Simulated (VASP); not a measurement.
# AlCo (Pm-3m) in VASP: further runs, part 2 of 2

VASP 6.6.1.

**3. Single point, PBE, collinear spin, ferromagnetic start**

This run uses another cell than the first one, of 11.80 Å³/atom, 1.026 times its volume.

INCAR

```
SYSTEM = AlCo
PREC     = Accurate       ! precision mode
ENCUT    = 520            ! plane-wave cutoff, eV
EDIFF    = 1E-6           ! SCF threshold, eV
ISMEAR   = -1             ! smearing method
SIGMA    = 0.05           ! smearing width, eV
LREAL    = .False.        ! projectors in reciprocal space
LASPH    = .True.         ! aspherical terms in the spheres
NELM     = 150            ! most SCF steps
ALGO     = Normal         ! electronic algorithm
ISIF     = 2              ! what is computed and relaxed
LWAVE    = .False.        ! write WAVECAR
LCHARG   = .True.         ! write CHGCAR
ISPIN    = 2              ! spin polarisation
MAGMOM   = 0 3.2          ! initial moments
LORBIT   = 11             ! projections on sites
LMAXMIX  = 4              ! l up to which the mixer works
GGA      = PE             ! functional
LELF     = .True.         ! ELF
LVHAR    = .True.       
NBANDS   = 17             ! bands
```

KPOINTS

```
Automatic mesh
0
Gamma
  10 10 10
  0 0 0
```

POSCAR

```
AlCo
1.0
    2.8686603617      0.0000000000      0.0000000000
    0.0000000000      2.8686603617      0.0000000000
    0.0000000000      0.0000000000      2.8686603617
Al Co
1 1
Direct
    0.0000000000      0.0000000000      0.0000000000
    0.5000000000      0.5000000000      0.5000000000
```

Potentials or basis: VASP PAW PBE potentials, release 64 (Al, Co).

Command:

```bash
> cat potpaw_PBE.64/Al/POTCAR potpaw_PBE.64/Co/POTCAR > POTCAR
> mpirun -np 1 vasp_std > vasp.out
```

OUTCAR:

```text
SYSTEM = AlCo
   PREC = Accurate
   ENCUT = 520
   EDIFF = 1E-6
   ISMEAR = -1
   LREAL = .False.
   LASPH = .True.
   NELM = 150
   ISIF = 2
   ISPIN = 2
   LORBIT = 11
   GGA = PE

 ion  position               nearest neighbor table
   1  0.000  0.000  0.000-   2 2.48   2 2.48   2 2.48   2 2.48   2 2.48   2 2.48   2 2.48   2 2.48

   2  0.500  0.500  0.500-   1 2.48   1 2.48   1 2.48   1 2.48   1 2.48   1 2.48   1 2.48   1 2.48

  LATTYP: Found a simple cubic cell.
 ALAT       =     2.8686603617

  Lattice vectors:

 A1 = (   2.8686603617,   0.0000000000,   0.0000000000)
 A2 = (   0.0000000000,   2.8686603617,   0.0000000000)
 A3 = (   0.0000000000,   0.0000000000,   2.8686603617)

Analysis of symmetry for initial positions (statically):
=====================================================================
 Subroutine PRICEL returns:
 Original cell was already a primitive cell.

 Routine SETGRP: Setting up the symmetry group for a
 simple cubic supercell.

 Subroutine GETGRP returns: Found 48 space group operations
 (whereof 48 operations were pure point group operations)
 out of a pool of 48 trial point group operations.

The static configuration has the point symmetry O_h .

Analysis of symmetry for dynamics (positions and initial velocities):
=====================================================================
 Subroutine PRICEL returns:
 Original cell was already a primitive cell.

 Routine SETGRP: Setting up the symmetry group for a
 simple cubic supercell.

 Subroutine GETGRP returns: Found 48 space group operations
 (whereof 48 operations were pure point group operations)
 out of a pool of 48 trial point group operations.

The dynamic configuration has the point symmetry O_h .

Analysis of structural, dynamic, and magnetic symmetry:
=====================================================================
 Subroutine PRICEL returns:
 Original cell was already a primitive cell.

 Routine SETGRP: Setting up the symmetry group for a
 simple cubic supercell.

[... 141 lines left out ...]

 number of electron      11.9999999 magnetization       0.0008456

 Free energy of the ion-electron system (eV)
  ---------------------------------------------------
  ext. energy  EPLUGINS =         0.00000000
  ---------------------------------------------------
  free energy    TOTEN  =       -11.98908985 eV

  energy without entropy =      -11.98226924  energy(sigma->0) =      -11.98567954

 E-fermi :  10.2949     XC(G=0): -12.1707

 val. band max:       10.2534300071   @ k =   0.5000   0.4000   0.1000
 cond. band min:      10.3653349750   @ k =   0.5000   0.3000   0.0000
 fundamental gap:      0.1119049679
 Fermi energy:        10.2948935896

 spin component 1

 k-point     1 :       0.0000    0.0000    0.0000
  band No.  band energies     occupation
      1      -0.6277      1.00000
      2       7.4359      1.00000
      3       7.4359      1.00000
      4       9.4868      1.00000
      5       9.4868      1.00000
      6       9.4868      1.00000
[... 459 lines left out ...]
      6       9.3798      1.00000
[... 9 lines left out ...]
     16      30.7329      0.00000
     17      31.9672      0.00000

 [... further k-points ...]

 spin component 2

 k-point     1 :       0.0000    0.0000    0.0000
  band No.  band energies     occupation
      1      -0.6279      1.00000
      2       7.4374      1.00000
      3       7.4374      1.00000
      4       9.4875      1.00000
      5       9.4875      1.00000
      6       9.4875      1.00000
[... 459 lines left out ...]
      6       9.3805      1.00000
[... 9 lines left out ...]
     16      30.7329      0.00000
     17      31.9671      0.00000

 [... further k-points ...]
[... 5 lines left out ...]
  --------------------------------------------------------------------------------------
  -------------------------------------------------------------------------------------
  Total       -0.4556663     -0.4556663     -0.4556663      0.0000000     -0.0000000     -0.0000000
  in kB      -30.9257398    -30.9257398    -30.9257398      0.0000000     -0.0000000     -0.0000000
  external PRESSURE =     -30.9257398 kB  Pullay stress =       0.0000000 kB

 VOLUME and BASIS-vectors are now :
 -----------------------------------------------------------------------------
  energy-cutoff  :      520.00
  volume of cell :       23.61
      direct lattice vectors                 reciprocal lattice vectors
     2.868660362  0.000000000  0.000000000     0.348594770  0.000000000  0.000000000
     0.000000000  2.868660362  0.000000000     0.000000000  0.348594770  0.000000000
     0.000000000  0.000000000  2.868660362     0.000000000  0.000000000  0.348594770

 POSITION                                       TOTAL-FORCE (eV/Angst)
 -----------------------------------------------------------------------------------
      0.00000      0.00000      0.00000         0.000000      0.000000      0.000000
      1.43433      1.43433      1.43433         0.000000      0.000000      0.000000
 -----------------------------------------------------------------------------------
    total drift:                                0.000000      0.000000     -0.000000

  FREE ENERGIE OF THE ION-ELECTRON SYSTEM (eV)
  ---------------------------------------------------
  free  energy   TOTEN  =       -11.9890898483 eV

  energy  without entropy=      -11.9822692363  energy(sigma->0) =      -11.98567954

 total charge

# of ion       s       p       d       tot
------------------------------------------
    1        0.392   0.419   0.000   0.811
    2        0.426   0.492   7.493   8.412
--------------------------------------------------
tot          0.818   0.912   7.493   9.223

 magnetization (x)

# of ion       s       p       d       tot
------------------------------------------
    1       -0.000  -0.000   0.000  -0.000
    2       -0.000  -0.000   0.001   0.001
--------------------------------------------------
tot         -0.000  -0.000   0.001   0.001
```

Wall time 28 s (1 thread of Intel Xeon Platinum 8488C (Sapphire Rapids), shared host); peak memory 0.17 GiB.

Results:

| Property | Result |
| --- | --- |
| Free energy | -11.9891 eV |
| Pressure | -3.1 GPa |
| Band gap on the k mesh | zero (filled and empty bands overlap) |
| Net moment | 0.00 μB per cell |
| Valence electrons inside the program's atomic spheres | Al 0.81; Co 8.41 |

Caveat: the starting moments collapsed, and a magnetic state may lie lower.

**4. Single point, PBE, collinear spin, ferromagnetic start**

This run uses another cell than the first one, of 12.10 Å³/atom, 1.052 times its volume.

INCAR

```
PREC = Accurate ; ENCUT = 520
EDIFF = 1E-7 ; ISMEAR = -1
SIGMA = 0.05 ; LREAL = F
LASPH = T ; NELM = 150
ALGO = Normal ; ISIF = 2
LWAVE = F ; LCHARG = T
ISPIN = 2 ; MAGMOM = 0 3.2
LORBIT = 11 ; LMAXMIX = 4
GGA = PE ; LELF = T
LVHAR = T ; NBANDS = 17
```

KPOINTS

```
regular mesh
0
Gamma
  10 10 10
```

POSCAR

```
AlCo
1.0
    2.8926670038      0.0000000000      0.0000000000
    0.0000000000      2.8926670038      0.0000000000
    0.0000000000      0.0000000000      2.8926670038
Al Co
1 1
Direct
    0.0000000000      0.0000000000      0.0000000000
    0.5000000000      0.5000000000      0.5000000000
```

Potentials or basis: VASP PAW PBE potentials, release 64 (Al, Co).

Command:

```bash
> cat potpaw_PBE.64/Al/POTCAR potpaw_PBE.64/Co/POTCAR > POTCAR
> mpirun -np 1 vasp_std > vasp.out
```

OUTCAR:

```text
PREC = Accurate
   ENCUT = 520
   EDIFF = 1E-7
   ISMEAR = -1
   LREAL = F
   LASPH = T
   NELM = 150
   ISIF = 2
   ISPIN = 2
   LORBIT = 11
   GGA = PE

 ion  position               nearest neighbor table
   1  0.000  0.000  0.000-   2 2.51   2 2.51   2 2.51   2 2.51   2 2.51   2 2.51   2 2.51   2 2.51

   2  0.500  0.500  0.500-   1 2.51   1 2.51   1 2.51   1 2.51   1 2.51   1 2.51   1 2.51   1 2.51

  LATTYP: Found a simple cubic cell.
 ALAT       =     2.8926670038

[... 1176 lines left out ...]
  in kB      -70.2297884    -70.2297884    -70.2297884      0.0000000      0.0000000     -0.0000000
  external PRESSURE =     -70.2297884 kB  Pullay stress =       0.0000000 kB

 VOLUME and BASIS-vectors are now :
 -----------------------------------------------------------------------------
  energy-cutoff  :      520.00
  volume of cell :       24.20
      direct lattice vectors                 reciprocal lattice vectors
     2.892667004  0.000000000  0.000000000     0.345701734  0.000000000  0.000000000
     0.000000000  2.892667004  0.000000000     0.000000000  0.345701734  0.000000000
     0.000000000  0.000000000  2.892667004     0.000000000  0.000000000  0.345701734

 POSITION                                       TOTAL-FORCE (eV/Angst)
 -----------------------------------------------------------------------------------
      0.00000      0.00000      0.00000         0.000000      0.000000      0.000000
      1.44633      1.44633      1.44633         0.000000      0.000000      0.000000
 -----------------------------------------------------------------------------------
    total drift:                                0.000000      0.000000     -0.000000

  FREE ENERGIE OF THE ION-ELECTRON SYSTEM (eV)
  ---------------------------------------------------
  free  energy   TOTEN  =       -11.9700182560 eV

  energy  without entropy=      -11.9626669388  energy(sigma->0) =      -11.96634260

 total charge

# of ion       s       p       d       tot
------------------------------------------
    1        0.389   0.409   0.000   0.798
    2        0.417   0.473   7.477   8.366
--------------------------------------------------
tot          0.806   0.881   7.477   9.164

 magnetization (x)

# of ion       s       p       d       tot
------------------------------------------
    1       -0.000  -0.000   0.000  -0.000
    2       -0.000  -0.000   0.000   0.000
--------------------------------------------------
tot         -0.000  -0.000   0.000   0.000
```

stdout:

```text
POSCAR found type information on POSCAR AlCo
 POSCAR found :  2 types and       2 ions
 scaLAPACK will be used
 LDA part: xc-table for (Slater+PW92), standard interpolation
 POSCAR, INCAR and KPOINTS ok, starting setup
 FFT: planning ... GRIDC
 FFT: planning ... GRID_SOFT
 FFT: planning ... GRID
 WAVECAR not read
 entering main loop
```

Run time: 36 s. Hardware: 1 thread of Intel Xeon Platinum 8488C (Sapphire Rapids), shared host; peak memory 0.17 GiB.

Results:

```yaml
Free_energy: -11.9700 eV
Pressure: -7.0 GPa
Band_gap_on_the_k_mesh: zero (filled and empty bands overlap)
Net_moment: 0.00 μB per cell
Valence_electrons_inside_the_program's_atomic_spheres: Al 0.80; Co 8.37
```

Caveat: the starting moments collapsed, and a magnetic state may lie lower.
